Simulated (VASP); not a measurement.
# Pt (Fmmm) in VASP: further runs

Pt is run at these levels: LDA; tasks: single point.

Program: VASP 6.6.1. These are calculated values, not measurements. Logs are shortened: lines on timing, memory, paths and dates and some standing lists are left out, and cuts for length are marked.

## 1. The cell of the first run

It takes space group Fmmm (No. 69, orthorhombic). The conventional cell has a = 3.621 Å, b = 3.894 Å, c = 4.108 Å, α = 90.00°, β = 90.00°, γ = 90.00°. Pt (site symmetry mmm) has 12 Pt at 2.66 to 2.83 Å within 3.5 Å.

## 2. Single point, LDA (normal strain along x +0.0550, normal strain along z -0.0700)

File INCAR:

```
SYSTEM = Pt
  ALGO = Fast
  EDIFF = 1E-6
  ENCUT = 520
  GGA = CA
  ISIF = 2
  ISMEAR = 0
  LASPH = .True.
  LCHARG = .True.
  LELF = .True.
  LREAL = .False.
  LVHAR = .True.
  LWAVE = .False.
  NBANDS = 11
  NELM = 80
  PREC = Accurate
  SIGMA = 0.15
```

File KPOINTS:

```
k-points
0
Gamma
  20 20 20
  0 0 0
```

File POSCAR:

```
Pt
1.0
    0.0000000000      1.9468328700      1.8105545691
    2.0539086778      0.0000000000      1.8105545691
    2.0539086778      1.9468328700      0.0000000000
Pt
1
Direct
    0.0000000000      0.0000000000      0.0000000000
```

Potentials or basis: VASP PAW LDA potentials, release 64 (Pt).

Launch:

```sh
> cat potpaw_LDA.64/Pt/POTCAR > POTCAR
> mpirun -np 1 vasp_std > vasp.out
```

OUTCAR:

```text
SYSTEM = Pt
   EDIFF = 1E-6
   ENCUT = 520
   GGA = CA
   ISIF = 2
   ISMEAR = 0
   LASPH = .True.
   LREAL = .False.
   NELM = 80
   PREC = Accurate

 ion  position               nearest neighbor table
   1  0.000  0.000  0.000-

  LATTYP: Found a face centered orthorhombic cell.
 ALAT       =     3.6211091382
 B/A-ratio  =     1.0752688172
 C/A-ratio  =     1.1344086021

  Lattice vectors:

 A1 = (   2.0539086778,  -1.9468328700,   0.0000000000)
 A2 = (   2.0539086778,   0.0000000000,   1.8105545691)
 A3 = (   0.0000000000,  -1.9468328700,   1.8105545691)

Analysis of symmetry for initial positions (statically):
=====================================================================
 Subroutine PRICEL returns:
 Original cell was already a primitive cell.

 Routine SETGRP: Setting up the symmetry group for a
 face centered orthorhombic supercell.

 Subroutine GETGRP returns: Found  8 space group operations
 (whereof  8 operations were pure point group operations)
 out of a pool of  8 trial point group operations.

The static configuration has the point symmetry D_2h.

Analysis of symmetry for dynamics (positions and initial velocities):
=====================================================================
 Subroutine PRICEL returns:
 Original cell was already a primitive cell.

 Routine SETGRP: Setting up the symmetry group for a
 face centered orthorhombic supercell.

 Subroutine GETGRP returns: Found  8 space group operations
 (whereof  8 operations were pure point group operations)
 out of a pool of  8 trial point group operations.

The dynamic configuration has the point symmetry D_2h.

 Subroutine INISYM returns: Found  8 space group operations
 (whereof  8 operations are pure point group operations),
 and found     1 'primitive' translations

----------------------------------------------------------------------------------------

                                     Primitive cell

  volume of cell :      14.4794

  direct lattice vectors                    reciprocal lattice vectors
     0.000000000  1.946832870  1.810554569    -0.243438282  0.256827388  0.276158481
     2.053908678  0.000000000  1.810554569     0.243438282 -0.256827388  0.276158481
     2.053908678  1.946832870  0.000000000     0.243438282  0.256827388 -0.276158481

  length of vectors
     2.658621085  2.738000859  2.829964502     0.448871932  0.448871932  0.448871932

  position of ions in fractional coordinates (direct lattice)
     0.000000000  0.000000000  0.000000000

  ion indices of the primitive-cell ions
   primitive index   ion index
                 1           1

----------------------------------------------------------------------------------------

 KPOINTS: k-points

Automatic generation of k-mesh.
 Grid dimensions read from file:
 generate k-points for:   20   20   20

 Generating k-lattice:

  Cartesian coordinates                     Fractional coordinates (reciprocal lattice)
    -0.012171914  0.012841369  0.013807924     0.050000000 -0.000000000  0.000000000
     0.012171914 -0.012841369  0.013807924    -0.000000000  0.050000000  0.000000000
     0.012171914  0.012841369 -0.013807924     0.000000000  0.000000000  0.050000000

  Length of vectors
     0.022443597  0.022443597  0.022443597

  Shift w.r.t. Gamma in fractional coordinates (k-lattice)
     0.000000000  0.000000000  0.000000000

 Subroutine IBZKPT returns following result:
 ===========================================

 Found   1166 irreducible k-points:

 Following reciprocal coordinates:
            Coordinates               Weight
  0.000000  0.000000  0.000000      1.000000
  0.050000  0.000000 -0.000000      8.000000
  0.100000  0.000000 -0.000000      8.000000
  0.150000  0.000000 -0.000000      8.000000
  0.200000  0.000000 -0.000000      8.000000
  0.250000  0.000000  0.000000      8.000000
[... 16 lines left out ...]
 -0.400000  0.050000  0.000000      8.000000
 -0.350000  0.050000  0.000000      8.000000
 [... further k-points ...]
   k-points           NKPTS =   1166   k-points in BZ     NKDIM =   1166   number of bands    NBANDS=     11
   number of dos      NEDOS =    301   number of ions     NIONS =      1
   total plane-waves  NPLWV =   9600
   dimension x,y,z NGX =    20 NGY =   20 NGZ =   24
   dimension x,y,z NGXF=    40 NGYF=   40 NGZF=   48
   ions per type =               1
   NGX,Y,Z   is equivalent  to a cutoff of  12.51, 12.14, 14.10 a.u.
   NGXF,Y,Z  is equivalent  to a cutoff of  25.01, 24.29, 28.20 a.u.
 SYSTEM =  Pt
   PREC   = accura    normal or accurate (medium, high low for compatibility)
   ISTART =      0    job   : 0-new  1-cont  2-samecut
   ICHARG =      2    charge: 1-file 2-atom 10-const
   ISPIN  =      1    spin polarized calculation?
   LNONCOLLINEAR =      F non collinear calculations
   LSORBIT =      F    spin-orbit coupling
   LASPH  =      T    aspherical Exc in radial PAW
   ENCUT  =  520.0 eV  38.22 Ry    6.18 a.u.   4.94  5.09  5.26*2*pi/ulx,y,z
   NELM   =     80;   NELMIN=  2; NELMDL= -5     # of ELM steps
   EDIFF  = 0.1E-05   stopping-criterion for ELM
   LREAL  =      F    real-space projection
   EDIFFG = 0.1E-04   stopping-criterion for IOM
   NSW    =      0    number of steps for IOM
   IBRION =     -1    ionic relax: 0-MD 1-quasi-New 2-CG
   NFREE  =      0    steps in history (QN), initial steepest desc. (CG)
   ISIF   =      2    stress and relaxation
   ISYM   =      2    0-nonsym 1-usesym 2-fastsym
   POTIM  = 0.5000    time-step for ionic-motion
   TEBEG  =    0.0;   TEEND  =   0.0 temperature during run
   PSTRESS=    0.0 pullay stress
   NELECT =      10.0000    total number of electrons
   NUPDOWN=      -1.0000    fix difference up-down
   EMIN   =  10.00;   EMAX   =-10.00  energy-range for DOS
   EFERMI =   0.00;   METHOD = LEGACY
   ISMEAR =     0;   SIGMA  =   0.15  broadening in eV -4-tet -1-fermi 0-gaus
   EFERMI_NEDOS =   21; number of points for ismear=-14 and -15
   IALGO  =     68    algorithm
   IMIX   =      4    mixing-type and parameters
     AMIX     =   0.40;   BMIX     =  1.00
     AMIX_MAG =   1.60;   BMIX_MAG =  1.00
  volume/ion in A,a.u.               =      14.48        97.71
  Fermi-wavevector in a.u.,A,eV,Ry     =   1.447075  2.734575 28.490952  2.094026
  Thomas-Fermi vector in A             =   2.565071
   LORBIT       =      0    0 simple, 1 ext, 2 COOP (PROOUT), +10 PAW based schemes
   GGA     = CA    functional components
   LHFCALC =     F    Hartree Fock is set to
   AEXX    =    0.0000 exact exchange contribution
   IVDW    =     0    specifies the selected vdW correction
   LEPSILON=     F    determine dielectric tensor
   LRPA    =     F    only Hartree local field effects (RPA)
 non-spin polarized calculation
 RMM-DIIS sequential band-by-band and
 Gauss-broadening in eV      SIGMA  =   0.15
  energy-cutoff  :      520.00
  volume of cell :       14.48
 maximum number of plane-waves:       418
   NGX =  9   NGY = 11   NGZ = 11

 number of electron      10.0000000 magnetization

 Free energy of the ion-electron system (eV)
  ---------------------------------------------------
  ext. energy  EPLUGINS =         0.00000000
  ---------------------------------------------------
  free energy    TOTEN  =        -7.47022182 eV

  energy without entropy =       -7.45247821  energy(sigma->0) =       -7.46135002

 E-fermi :  11.9002     XC(G=0): -13.9216

 val. band max:       11.8997768397   @ k =   0.3500  -0.3000   0.1500
 cond. band min:      11.9007051661   @ k =   0.2000  -0.2000   0.1500
 fundamental gap:      0.0009283264
 Fermi energy:        11.9002177003

 k-point     1 :       0.0000    0.0000    0.0000
  band No.  band energies     occupation
      1       1.2438      2.00000
      2       7.1809      2.00000
      3       7.9360      2.00000
      4       8.7329      2.00000
      5       9.3497      2.00000
      6      10.9194      2.00000
      7      26.6536      0.00000
      8      30.0510      0.00000
      9      31.3497      0.00000
     10      33.6299      0.00000
     11      37.5223      0.00000

 k-point     2 :       0.0500    0.0000   -0.0000
  band No.  band energies     occupation
      1       1.3497      2.00000
      2       7.2062      2.00000
      3       7.9452      2.00000
      4       8.7285      2.00000
      5       9.3436      2.00000
      6      10.8791      2.00000
      7      26.8213      0.00000
      8      30.0591      0.00000
      9      31.2983      0.00000
     10      33.3719      0.00000
     11      38.2195      0.00000

 k-point     3 :       0.1000    0.0000   -0.0000
  band No.  band energies     occupation
      1       1.6595      2.00000
      2       7.2620      2.00000
      3       7.9537      2.00000
      4       8.7403      2.00000
      5       9.3520      2.00000
      6      10.7730      2.00000
      7      27.2844      0.00000
      8      29.6611      0.00000
      9      31.3641      0.00000
     10      33.3766      0.00000
     11      38.9637      0.00000

 k-point     4 :       0.1500    0.0000   -0.0000
  band No.  band energies     occupation
      1       2.1455      2.00000
      2       7.3062      2.00000
      3       7.9235      2.00000
      4       8.8062      2.00000
      5       9.4481      2.00000
      6      10.6450      2.00000
      7      27.9050      0.00000
      8      28.5531      0.00000
      9      31.9691      0.00000
     10      33.9706      0.00000
     11      37.3519      0.00000
[... 239 lines left out ...]
 k-point    22 :      -0.4500    0.0500    0.0000
  band No.  band energies     occupation
      1       4.2610      2.00000
      2       7.2479      2.00000
      3       8.4224      2.00000
      4      10.4841      2.00000
      5      12.1501      0.01847
      6      12.3817      0.00001
      7      18.5509      0.00000
      8      26.0360      0.00000
      9      30.5007      0.00000
     10      32.0927      0.00000
     11      39.6111      0.00000

 k-point    23 :      -0.4000    0.0500    0.0000
  band No.  band energies     occupation
      1       4.2612      2.00000
      2       7.3074      2.00000
      3       8.4711      2.00000
      4       9.8693      2.00000
      5      11.7537      1.83273
      6      11.9569      0.59292
      7      19.8702      0.00000
      8      26.3326      0.00000
      9      31.3776      0.00000
     10      32.3557      0.00000
     11      38.9251      0.00000

 k-point    24 :      -0.3500    0.0500    0.0000
  band No.  band energies     occupation
      1       4.2095      2.00000
      2       7.4165      2.00000
      3       8.5397      2.00000
      4       8.9483      2.00000
      5      11.2055      2.00000
      6      11.5994      1.99543
      7      21.6368      0.00000
      8      26.8618      0.00000
      9      32.5812      0.00000
     10      33.0154      0.00000
     11      37.7463      0.00000

 [... further k-points ...]
[... 5 lines left out ...]
  --------------------------------------------------------------------------------------
  -------------------------------------------------------------------------------------
  Total        0.0495692      1.0085420      1.2492016      0.0000000      0.0000000      0.0000000
  in kB        5.4849249    111.5971583    138.2266185      0.0000000      0.0000000      0.0000000
  external PRESSURE =      85.1029006 kB  Pullay stress =       0.0000000 kB

 VOLUME and BASIS-vectors are now :
 -----------------------------------------------------------------------------
  energy-cutoff  :      520.00
  volume of cell :       14.48
      direct lattice vectors                 reciprocal lattice vectors
     0.000000000  1.946832870  1.810554569    -0.243438282  0.256827388  0.276158481
     2.053908678  0.000000000  1.810554569     0.243438282 -0.256827388  0.276158481
     2.053908678  1.946832870  0.000000000     0.243438282  0.256827388 -0.276158481

 POSITION                                       TOTAL-FORCE (eV/Angst)
 -----------------------------------------------------------------------------------
      0.00000      0.00000      0.00000         0.000000      0.000000      0.000000
 -----------------------------------------------------------------------------------
    total drift:                               -0.000000     -0.000000      0.000000

  FREE ENERGIE OF THE ION-ELECTRON SYSTEM (eV)
  ---------------------------------------------------
  free  energy   TOTEN  =        -7.4702218225 eV

  energy  without entropy=       -7.4524782075  energy(sigma->0) =       -7.46135002
```

It took 73 s on 1 thread of Intel Xeon 6975P-C (Granite Rapids), shared host; peak memory 0.29 GiB.

What came out:

| Property | Result |
| --- | --- |
| Free energy | -7.4702 eV |
| Pressure | 8.5 GPa |
| Band gap on the k mesh | zero (band 5 reaches 13.09 eV, above the bottom of band 6 at 10.15 eV) |

Caveat: the cell differs from its parent crystal (normal strain along x +0.0550, normal strain along z -0.0700); spin-orbit coupling is left out, which moves the levels of the heavy elements.

## 3. Single point, LDA (normal strain along x -0.0825, normal strain along z +0.0700)

File INCAR:

```
PREC = Accurate
ENCUT = 520
EDIFF = 1E-6
ISMEAR = 0
SIGMA = 0.15
LREAL = F
LASPH = T
NELM = 80
ALGO = Fast
ISIF = 2
LWAVE = F
LCHARG = F
GGA = CA
NBANDS = 11
```

File KPOINTS:

```
regular mesh
0
Gamma
  20 20 20
```

File POSCAR:

```
Pt
1.0
    0.0000000000      1.9468328700      2.0831111709
    1.7862191582      0.0000000000      2.0831111709
    1.7862191582      1.9468328700      0.0000000000
Pt
1
Direct
    0.0000000000      0.0000000000      0.0000000000
```

Potentials or basis: VASP PAW LDA potentials, release 64 (Pt).

Launch:

```sh
> cat potpaw_LDA.64/Pt/POTCAR > POTCAR
> mpirun -np 1 vasp_std > vasp.out
```

Wall time 53 s (1 thread of Intel Xeon 6975P-C (Granite Rapids), shared host); peak memory 0.29 GiB.

Results (log left out):

```
Free energy            : -7.4521 eV
Pressure               : 8.9 GPa
Band gap on the k mesh : zero (band 5 reaches 13.19 eV, above the bottom of band 6 at 10.15 eV)
```

Stress tensor (GPa, compression positive):
```
15.08  0.00  0.00
 0.00 13.01  0.00
 0.00  0.00 -1.27
```

Levels at points of the mesh, in eV from the Fermi level:
| k point | band 3 | band 4 | band 5 | band 6 | band 7 | band 8 |
| --- | --- | --- | --- | --- | --- | --- |
| (0.00, 0.00, 0.00) | -3.86 | -2.96 | -2.72 | -0.83 | 14.88 | 17.85 |
| (0.50, 0.00, 0.00) | -3.18 | -0.51 | -0.28 | 0.52 | 6.38 | 13.78 |
| (0.50, 0.50, 0.00) | 0.13 | 0.22 | 0.42 | 0.81 | 7.52 | 12.59 |
| (0.50, 0.00, 0.50) | -0.25 | -0.23 | 1.33 | 1.67 | 9.39 | 11.25 |
| (0.00, 0.50, 0.50) | 0.05 | 0.16 | 1.09 | 3.52 | 9.96 | 10.38 |

Caveat: the cell differs from its parent crystal (normal strain along x -0.0825, normal strain along z +0.0700); spin-orbit coupling is left out, which moves the levels of the heavy elements.

## 4. Single point, LDA (normal strain along x +0.0275, normal strain along z -0.0350)

File INCAR:

```
SYSTEM = Pt
  PREC = Accurate
  ENCUT = 520
  EDIFF = 1E-6
  ISMEAR = 0
  SIGMA = 0.15
  LREAL = .False.
  LASPH = .True.
  NELM = 80
  ALGO = Fast
  ISIF = 2
  LWAVE = .False.
  LCHARG = .False.
  GGA = CA
  NBANDS = 11
```

File KPOINTS:

```
regular mesh
0
Gamma
  20 20 20
  0 0 0
```

File POSCAR:

```
Pt
1.0
    0.0000000000      1.9468328700      1.8786937196
    2.0003707739      0.0000000000      1.8786937196
    2.0003707739      1.9468328700      0.0000000000
Pt
1
Direct
    0.0000000000      0.0000000000      0.0000000000
```

Launch:

```sh
> cat potpaw_LDA.64/Pt/POTCAR > POTCAR
> mpirun -np 1 vasp_std > vasp.out
```

Wall time 67 s (1 thread of Intel Xeon 6975P-C (Granite Rapids), shared host); peak memory 0.28 GiB.

It converged, with:

```
Free energy            : -7.5043 eV
Pressure               : 4.0 GPa
Band gap on the k mesh : zero (band 5 reaches 12.57 eV, above the bottom of band 6 at 9.95 eV)
```

Stress tensor (GPa, compression positive):
```
0.30 0.00 0.00
0.00 4.61 0.00
0.00 0.00 7.05
```

Levels at points of the mesh, in eV from the Fermi level:
```tsv
k point	band 1	band 2	band 3	band 4	band 5	band 6	band 7	band 8	band 9	band 10
(0.00, 0.00, 0.00)	-10.58	-4.36	-4.00	-3.59	-2.11	-1.32	14.58	18.84	19.53	20.57
(0.50, 0.00, 0.00)	-7.67	-4.39	-3.72	-0.59	-0.11	0.22	6.10	14.04	18.64	19.69
(0.50, 0.50, 0.00)	-7.38	-6.97	0.01	0.39	0.71	2.39	10.10	10.76	10.95	20.16
(0.50, 0.00, 0.50)	-7.44	-6.94	-0.02	0.20	0.84	1.66	9.16	11.28	11.77	20.74
(0.00, 0.50, 0.50)	-7.48	-6.97	0.06	0.34	0.66	1.14	8.43	11.85	12.15	21.05
```

Caveat: the cell differs from its parent crystal (normal strain along x +0.0275, normal strain along z -0.0350); spin-orbit coupling is left out, which moves the levels of the heavy elements.

## 5. Summary

```tsv
cell	gap on the mesh (eV)	pressure (GPa)
a = 2.659, b = 2.738, c = 2.830 Å, angles 57.0, 59.8, 63.2°, 1 atom	none	8.5
a = 2.851, b = 2.744, c = 2.642 Å, angles 63.9, 59.8, 56.3°, 1 atom	none	8.9
a = 2.705, b = 2.744, c = 2.791 Å, angles 58.5, 59.9, 61.6°, 1 atom	none	4.0
```

Alike in all rows: task single point; level LDA; potentials or basis VASP PAW LDA potentials, release 64 (Pt); no spin polarisation; k mesh 20 × 20 × 20; cutoff (eV) 520; smearing gaussian 0.15 eV.

Caveats: spin-orbit coupling is left out, which moves the levels of the heavy elements.

Total energies depend on the potentials used, so only differences within one code and one set of settings carry meaning.
